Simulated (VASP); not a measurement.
The system is Pd.

```
Pd
1.0
     3.90387    0.00000    0.00000
    -1.95193    3.38085    0.00000
     0.00000    0.00000    2.31941
Pd
3
Cartesian
  0.0000 0.0000 0.0000
  0.0000 2.2539 1.1597
  1.9519 1.1269 1.1597
```

This cell differs from its parent crystal: volume scaled by 0.65.

Base run:

```yaml
Program: VASP 6.6.1
Functional: PBE
Potentials_or_basis: VASP PAW PBE potentials, release 64 (Pd)
Cutoff: 520 eV
k_mesh: 9 × 9 × 12
Occupations: fermi-dirac, width 0.1 eV
Spin: no spin polarisation
```

Its results: band gap on the k mesh zero (band 15 reaches 19.03 eV, above the bottom of band 16 at 17.12 eV); pressure 213.3 GPa.

Question: The run is repeated on the same cell with these changes: occupations from fermi-dirac, width 0.1 eV to tetrahedron; dispersion from none to D3(BJ). What comes out?

Answer: Band gap on the k mesh zero (band 15 reaches 19.02 eV, above the bottom of band 16 at 17.12 eV); pressure 197.1 GPa.

Caveats: pairwise dispersion overbinds metals, which lowers pressure and volume (some runs); tetrahedron occupations give inexact forces and stress in metals (some runs).
